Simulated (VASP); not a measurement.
Here is a VASP 6.6.1 calculation.

Contents of INCAR:

```
SYSTEM = KF
  ALGO = Normal
  EDIFF = 1E-6
  ENCUT = 520
  GGA = CA
  ISIF = 2
  ISMEAR = 0
  LASPH = .TRUE.
  LCHARG = .FALSE.
  LREAL = .FALSE.
  LWAVE = .FALSE.
  NBANDS = 15
  NELM = 60
  PREC = Accurate
  SIGMA = 0.05
```

Contents of KPOINTS:

```
k-points
0
G
  8 8 8
  0 0 0
```

Contents of POSCAR:

```
KF
1.0
   -0.0555542215      2.5815132527      2.5815132527
    2.5815132527     -0.0555542215      2.5815132527
    2.5815132527      2.5815132527     -0.0555542215
K F
1 1
Direct
    0.0000000000      0.0000000000      0.0000000000
    0.5000000000      0.5000000000      0.5000000000
```

Potentials or basis: VASP PAW LDA potentials, release 64 (K_sv, F).

The run is started by

```bash
$ cat potpaw_LDA.64/K_sv/POTCAR potpaw_LDA.64/F/POTCAR > POTCAR
$ mpirun -np 1 vasp_std > vasp.out
```

(1) Predict the pressure.

(2) Predict the band gap on the k mesh.

Answers

(1) -1.1 GPa.

(2) 6.14 eV, direct.
